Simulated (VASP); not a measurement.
# GaP (Fm-3m) in VASP: settings compared

Aim: see how the results for GaP move with the level of theory and the settings. Levels: PBE, HSE06. Tasks: single point.

All numbers are computed with VASP 6.6.1; they aren't measurements. Logs are shortened: lines on timing, memory, paths and dates and some standing lists are left out, and cuts for length are marked.

**1. The cell of the first run**

Symmetry: Fm-3m, No. 225, cubic system. Conventional cell: a = 5.117 Å, b = 5.117 Å, c = 5.117 Å, α = 90.00°, β = 90.00°, γ = 90.00°. Ga (site symmetry m-3m) has 6 P at 2.56 Å within 3.4 Å. Within 3.4 Å of P (site symmetry m-3m) lie 6 Ga at 2.56 Å.

**2. Single point, PBE**

INCAR

```
PREC = Accurate
ENCUT = 520
EDIFF = 1E-7
ISMEAR = -1
SIGMA = 0.02
LREAL = F
LASPH = T
NELM = 60
ALGO = Normal
ISIF = 2
LWAVE = F
LCHARG = F
GGA = PE
NBANDS = 16
ISYM = 0
```

KPOINTS

```
regular mesh
0
Gamma
  6 6 6
```

POSCAR

```
GaP
1.0
    0.0000000000      2.5585353464      2.5585353464
    2.5585353464      0.0000000000      2.5585353464
    2.5585353464      2.5585353464      0.0000000000
Ga P
1 1
Direct
    0.0000000000      0.0000000000      0.0000000000
    0.5000000000      0.5000000000      0.5000000000
```

Potentials or basis: VASP PAW PBE potentials, release 64 (Ga_d, P).

Command:

```bash
$ cat potpaw_PBE.64/Ga_d/POTCAR potpaw_PBE.64/P/POTCAR > POTCAR
$ mpirun -np 1 vasp_std > vasp.out
```

OUTCAR:

```text
PREC = Accurate
   ENCUT = 520
   EDIFF = 1E-7
   ISMEAR = -1
   LREAL = F
   LASPH = T
   NELM = 60
   ISIF = 2
   GGA = PE
   ISYM = 0

 ion  position               nearest neighbor table
   1  0.000  0.000  0.000-   2 2.56   2 2.56   2 2.56   2 2.56   2 2.56   2 2.56
   2  0.500  0.500  0.500-   1 2.56   1 2.56   1 2.56   1 2.56   1 2.56   1 2.56

IMPORTANT INFORMATION: All symmetrisations will be switched off!
NOSYMM: (Re-)initialisation of all symmetry stuff for point group C_1.

----------------------------------------------------------------------------------------

                                     Primitive cell

  volume of cell :      33.4969

  direct lattice vectors                    reciprocal lattice vectors
     0.000000000  2.558535346  2.558535346    -0.195424308  0.195424308  0.195424308
     2.558535346  0.000000000  2.558535346     0.195424308 -0.195424308  0.195424308
     2.558535346  2.558535346  0.000000000     0.195424308  0.195424308 -0.195424308

  length of vectors
     3.618315387  3.618315387  3.618315387     0.338484831  0.338484831  0.338484831

  position of ions in fractional coordinates (direct lattice)
     0.000000000  0.000000000  0.000000000
     0.500000000  0.500000000  0.500000000

  ion indices of the primitive-cell ions
   primitive index   ion index
                 1           1
                 2           2

----------------------------------------------------------------------------------------

 KPOINTS: regular mesh

Automatic generation of k-mesh.
 Grid dimensions read from file:
 generate k-points for:    6    6    6

 Generating k-lattice:

  Cartesian coordinates                     Fractional coordinates (reciprocal lattice)
    -0.032570718  0.032570718  0.032570718     0.166666667  0.000000000  0.000000000
     0.032570718 -0.032570718  0.032570718     0.000000000  0.166666667  0.000000000
     0.032570718  0.032570718 -0.032570718     0.000000000  0.000000000  0.166666667

  Length of vectors
     0.056414138  0.056414138  0.056414138

  Shift w.r.t. Gamma in fractional coordinates (k-lattice)
     0.000000000  0.000000000  0.000000000

 Subroutine IBZKPT returns following result:
 ===========================================

 Found    112 irreducible k-points:

 Following reciprocal coordinates:
            Coordinates               Weight
  0.000000  0.000000  0.000000      1.000000
  0.166667  0.000000  0.000000      2.000000
  0.000000  0.166667  0.000000      2.000000
  0.000000  0.000000  0.166667      2.000000
  0.166667  0.166667  0.166667      2.000000
  0.333333  0.000000  0.000000      2.000000
[... 16 lines left out ...]
  0.166667 -0.166667 -0.166667      2.000000
  0.333333  0.333333  0.166667      2.000000
 [... further k-points ...]
   k-points           NKPTS =    112   k-points in BZ     NKDIM =    112   number of bands    NBANDS=     16
   number of dos      NEDOS =    301   number of ions     NIONS =      2
   total plane-waves  NPLWV =  21952
   dimension x,y,z NGX =    28 NGY =   28 NGZ =   28
   dimension x,y,z NGXF=    56 NGYF=   56 NGZF=   56
   ions per type =               1   1
   NGX,Y,Z   is equivalent  to a cutoff of  12.86, 12.86, 12.86 a.u.
   NGXF,Y,Z  is equivalent  to a cutoff of  25.73, 25.73, 25.73 a.u.
 SYSTEM =  unknown system
   PREC   = accura    normal or accurate (medium, high low for compatibility)
   ISTART =      0    job   : 0-new  1-cont  2-samecut
   ICHARG =      2    charge: 1-file 2-atom 10-const
   ISPIN  =      1    spin polarized calculation?
   LNONCOLLINEAR =      F non collinear calculations
   LSORBIT =      F    spin-orbit coupling
   LASPH  =      T    aspherical Exc in radial PAW
   ENCUT  =  520.0 eV  38.22 Ry    6.18 a.u.   6.73  6.73  6.73*2*pi/ulx,y,z
   NELM   =     60;   NELMIN=  2; NELMDL= -5     # of ELM steps
   EDIFF  = 0.1E-06   stopping-criterion for ELM
   LREAL  =      F    real-space projection
   EDIFFG = 0.1E-05   stopping-criterion for IOM
   NSW    =      0    number of steps for IOM
   IBRION =     -1    ionic relax: 0-MD 1-quasi-New 2-CG
   NFREE  =      0    steps in history (QN), initial steepest desc. (CG)
   ISIF   =      2    stress and relaxation
   ISYM   =      0    0-nonsym 1-usesym 2-fastsym
   POTIM  = 0.5000    time-step for ionic-motion
   TEBEG  =    0.0;   TEEND  =   0.0 temperature during run
   PSTRESS=    0.0 pullay stress
   NELECT =      18.0000    total number of electrons
   NUPDOWN=      -1.0000    fix difference up-down
   EMIN   =  10.00;   EMAX   =-10.00  energy-range for DOS
   EFERMI =   0.00;   METHOD = LEGACY
   ISMEAR =    -1;   SIGMA  =   0.02  broadening in eV -4-tet -1-fermi 0-gaus
   EFERMI_NEDOS =   21; number of points for ismear=-14 and -15
   IALGO  =     38    algorithm
   IMIX   =      4    mixing-type and parameters
     AMIX     =   0.40;   BMIX     =  1.00
     AMIX_MAG =   1.60;   BMIX_MAG =  1.00
  volume/ion in A,a.u.               =      16.75       113.02
  Fermi-wavevector in a.u.,A,eV,Ry     =   1.330958  2.515145 24.102018  1.771448
  Thomas-Fermi vector in A             =   2.460005
   LORBIT       =      0    0 simple, 1 ext, 2 COOP (PROOUT), +10 PAW based schemes
   GGA     = PE    functional components
   LHFCALC =     F    Hartree Fock is set to
   AEXX    =    0.0000 exact exchange contribution
   IVDW    =     0    specifies the selected vdW correction
   LEPSILON=     F    determine dielectric tensor
   LRPA    =     F    only Hartree local field effects (RPA)
 non-spin polarized calculation
  energy-cutoff  :      520.00
  volume of cell :       33.50
 maximum number of plane-waves:       934
   NGX = 13   NGY = 13   NGZ = 13

 number of electron      17.9999996 magnetization

 Free energy of the ion-electron system (eV)
  ---------------------------------------------------
  ext. energy  EPLUGINS =         0.00000000
  ---------------------------------------------------
  free energy    TOTEN  =        -8.32774432 eV

  energy without entropy =       -8.32496388  energy(sigma->0) =       -8.32635410

 E-fermi :   6.7249     XC(G=0): -11.0807

 val. band max:        6.6985965015   @ k =   0.0000   0.0000   0.0000
 cond. band min:       6.7429094248   @ k =   0.3333   0.3333   0.3333
 fundamental gap:      0.0443129234
 Fermi energy:         6.7248932060

 k-point     1 :       0.0000    0.0000    0.0000
  band No.  band energies     occupation
      1      -8.0109      2.00000
      2      -8.0109      2.00000
      3      -7.9856      2.00000
      4      -7.9856      2.00000
      5      -7.9856      2.00000
      6      -6.6952      2.00000
[... 8 lines left out ...]
     15      15.4835      0.00000
     16      15.4835      0.00000

 k-point     2 :       0.1667    0.0000    0.0000
  band No.  band energies     occupation
      1      -8.0196      2.00000
      2      -8.0196      2.00000
      3      -7.9878      2.00000
      4      -7.9743      2.00000
      5      -7.9743      2.00000
      6      -6.2706      2.00000
[... 8 lines left out ...]
     15      14.8215      0.00000
     16      15.3290      0.00000

 k-point     3 :       0.0000    0.1667    0.0000
  band No.  band energies     occupation
      1      -8.0196      2.00000
      2      -8.0196      2.00000
      3      -7.9878      2.00000
      4      -7.9743      2.00000
      5      -7.9743      2.00000
      6      -6.2706      2.00000
[... 8 lines left out ...]
     15      14.8215      0.00000
     16      15.3290      0.00000

 k-point     4 :       0.0000    0.0000    0.1667
  band No.  band energies     occupation
      1      -8.0196      2.00000
      2      -8.0196      2.00000
      3      -7.9878      2.00000
      4      -7.9743      2.00000
      5      -7.9743      2.00000
      6      -6.2706      2.00000
[... 8 lines left out ...]
     15      14.8215      0.00000
     16      15.3290      0.00000

 k-point     5 :       0.1667    0.1667    0.1667
  band No.  band energies     occupation
      1      -8.0196      2.00000
      2      -8.0196      2.00000
      3      -7.9878      2.00000
      4      -7.9743      2.00000
      5      -7.9743      2.00000
      6      -6.2706      2.00000
[... 8 lines left out ...]
     15      14.8215      0.00000
     16      15.3290      0.00000

 k-point     6 :       0.3333    0.0000    0.0000
  band No.  band energies     occupation
      1      -8.0406      2.00000
      2      -8.0406      2.00000
      3      -7.9957      2.00000
      4      -7.9480      2.00000
      5      -7.9480      2.00000
      6      -5.0556      2.00000
[... 8 lines left out ...]
     15      17.1063      0.00000
     16      17.1063      0.00000
[... 267 lines left out ...]
 k-point    21 :       0.3333    0.1667    0.3333
  band No.  band energies     occupation
      1      -8.0875      2.00000
      2      -8.0123      2.00000
      3      -7.9970      2.00000
      4      -7.9565      2.00000
      5      -7.9449      2.00000
      6      -5.1359      2.00000
[... 8 lines left out ...]
     15      18.2850      0.00000
     16      18.6507      0.00000

 k-point    22 :       0.1667    0.3333    0.0000
  band No.  band energies     occupation
      1      -8.0875      2.00000
      2      -8.0123      2.00000
      3      -7.9970      2.00000
      4      -7.9565      2.00000
      5      -7.9449      2.00000
      6      -5.1359      2.00000
[... 8 lines left out ...]
     15      18.2850      0.00000
     16      18.6507      0.00000

 k-point    23 :       0.1667   -0.1667   -0.1667
  band No.  band energies     occupation
      1      -8.0875      2.00000
      2      -8.0123      2.00000
      3      -7.9970      2.00000
      4      -7.9565      2.00000
      5      -7.9449      2.00000
      6      -5.1359      2.00000
[... 8 lines left out ...]
     15      18.2850      0.00000
     16      18.6507      0.00000

 k-point    24 :       0.3333    0.3333    0.1667
  band No.  band energies     occupation
      1      -8.0875      2.00000
      2      -8.0123      2.00000
      3      -7.9970      2.00000
      4      -7.9565      2.00000
      5      -7.9449      2.00000
      6      -5.1359      2.00000
[... 8 lines left out ...]
     15      18.2850      0.00000
     16      18.6507      0.00000

 [... further k-points ...]

------------------------ aborting loop because EDIFF is reached ----------------------------------------

  FORCE on cell =-STRESS in cart. coord.  units (eV):
  Direction    XX          YY          ZZ          XY          YZ          ZX
  --------------------------------------------------------------------------------------
  -------------------------------------------------------------------------------------
  Total        0.4828334      0.4828415      0.4828233      0.0000054      0.0000036      0.0000060
  in kB       23.0942376     23.0946239     23.0937535      0.0002583      0.0001721      0.0002846
  external PRESSURE =      23.0942050 kB  Pullay stress =       0.0000000 kB

 VOLUME and BASIS-vectors are now :
 -----------------------------------------------------------------------------
  energy-cutoff  :      520.00
  volume of cell :       33.50
      direct lattice vectors                 reciprocal lattice vectors
     0.000000000  2.558535346  2.558535346    -0.195424308  0.195424308  0.195424308
     2.558535346  0.000000000  2.558535346     0.195424308 -0.195424308  0.195424308
     2.558535346  2.558535346  0.000000000     0.195424308  0.195424308 -0.195424308

 POSITION                                       TOTAL-FORCE (eV/Angst)
 -----------------------------------------------------------------------------------
      0.00000      0.00000      0.00000        -0.000001      0.000001     -0.000001
      2.55854      2.55854      2.55854         0.000001     -0.000001      0.000001
 -----------------------------------------------------------------------------------
    total drift:                               -0.000002      0.000001     -0.000001

  FREE ENERGIE OF THE ION-ELECTRON SYSTEM (eV)
  ---------------------------------------------------
  free  energy   TOTEN  =        -8.3277443154 eV

  energy  without entropy=       -8.3249638846  energy(sigma->0) =       -8.32635410
```

It took 50 s on 1 thread of AMD EPYC 7R13 (Zen 3), shared host; peak memory 0.16 GiB.

Results:

```
Free energy            : -8.3277 eV
Pressure               : 2.3 GPa
Band gap on the k mesh : zero (band 9 reaches 7.26 eV, above the bottom of band 10 at 3.96 eV)
```

Levels at points of the mesh, in eV from the Fermi level:
```csv
k point,band 7,band 8,band 9,band 10,band 11,band 12
"(0.00, 0.00, 0.00)",-0.03,-0.03,-0.03,1.66,7.05,7.05
"(0.50, 0.00, 0.00)",-7.98,0.15,0.15,2.99,2.99,3.16
"(0.00, 0.50, 0.00)",-7.98,0.15,0.15,2.99,2.99,3.16
"(0.00, 0.00, 0.50)",-7.98,0.15,0.15,2.99,2.99,3.16
"(0.50, 0.50, 0.50)",-7.98,0.15,0.15,2.99,2.99,3.16
"(0.50, 0.50, 0.00)",-6.02,-3.14,-2.76,-2.76,3.31,11.11
"(0.00, 0.50, 0.50)",-6.02,-3.14,-2.76,-2.76,3.31,11.11
"(0.50, 0.00, 0.50)",-6.02,-3.14,-2.76,-2.76,3.31,11.11
```

**3. Single point, HSE06**

POSCAR is that of step 2.

INCAR.step1

```
ALGO     = Normal         # electronic algorithm
EDIFF    = 1E-5           # SCF threshold, eV
ENCUT    = 520            # plane-wave cutoff, eV
GGA      = PE             # functional
ISIF     = 2              # what is computed and relaxed
ISMEAR   = -1             # smearing method
LASPH    = T              # aspherical terms in the spheres
LREAL    = F              # projectors in reciprocal space
LWAVE    = T              # write WAVECAR
NBANDS   = 16             # bands
NELM     = 80             # most SCF steps
PREC     = Accurate       # precision mode
SIGMA    = 0.02           # smearing width, eV
```

INCAR.step2

```
ALGO     = Normal         # electronic algorithm
EDIFF    = 1E-6           # SCF threshold, eV
ENCUT    = 520            # plane-wave cutoff, eV
GGA      = PE             # functional
HFSCREEN = 0.2079         # screening, 1/A
ISIF     = 2              # what is computed and relaxed
ISMEAR   = -1             # smearing method
ISTART   = 1            
LASPH    = T              # aspherical terms in the spheres
LCHARG   = T              # write CHGCAR
LELF     = T              # ELF
LHFCALC  = T              # exact exchange
LREAL    = F              # projectors in reciprocal space
LVHAR    = T            
LWAVE    = F              # write WAVECAR
NBANDS   = 16             # bands
NELM     = 80             # most SCF steps
PREC     = Accurate       # precision mode
PRECFOCK = Normal       
SIGMA    = 0.02           # smearing width, eV
```

KPOINTS

```
k-points
0
Gamma
  4 4 4
```

Potentials or basis: VASP PAW PBE potentials, release 64 (Ga_d, P).

Command:

```bash
$ cat potpaw_PBE.64/Ga_d/POTCAR potpaw_PBE.64/P/POTCAR > POTCAR
$ cp INCAR.step1 INCAR
$ mpirun -np 1 vasp_std > vasp.out
$ cp INCAR.step2 INCAR
$ mpirun -np 1 vasp_std > vasp.out
```

Run time: 6.9 min. Hardware: 1 thread of AMD EPYC 7R13 (Zen 3), shared host; peak memory 0.25 GiB.

The run converged. Its results:

| Property | Result |
| --- | --- |
| Free energy | -9.3657 eV |
| Pressure | 0.7 GPa |
| Band gap on the k mesh | zero (band 9 reaches 6.71 eV, above the bottom of band 10 at 3.43 eV) |

Levels at points of the mesh, in eV from the Fermi level:
| k point | band 5 | band 6 | band 7 | band 8 | band 9 | band 10 | band 11 | band 12 | band 13 | band 14 |
| --- | --- | --- | --- | --- | --- | --- | --- | --- | --- | --- |
| (0.00, 0.00, 0.00) | -17.96 | -15.12 | -0.26 | -0.26 | -0.26 | 2.30 | 7.59 | 7.59 | 7.59 | 9.63 |
| (0.50, 0.00, 0.00) | -17.91 | -11.93 | -9.10 | -0.01 | -0.01 | 3.32 | 3.32 | 3.65 | 6.13 | 13.78 |
| (0.50, 0.50, 0.00) | -17.89 | -10.73 | -6.91 | -3.30 | -3.30 | -3.29 | 3.62 | 12.24 | 12.24 | 13.79 |

Caveat: the k points lie up to 0.53 Å⁻¹ apart; the PAW data sets were made with another functional, which shifts forces and pressure a little.
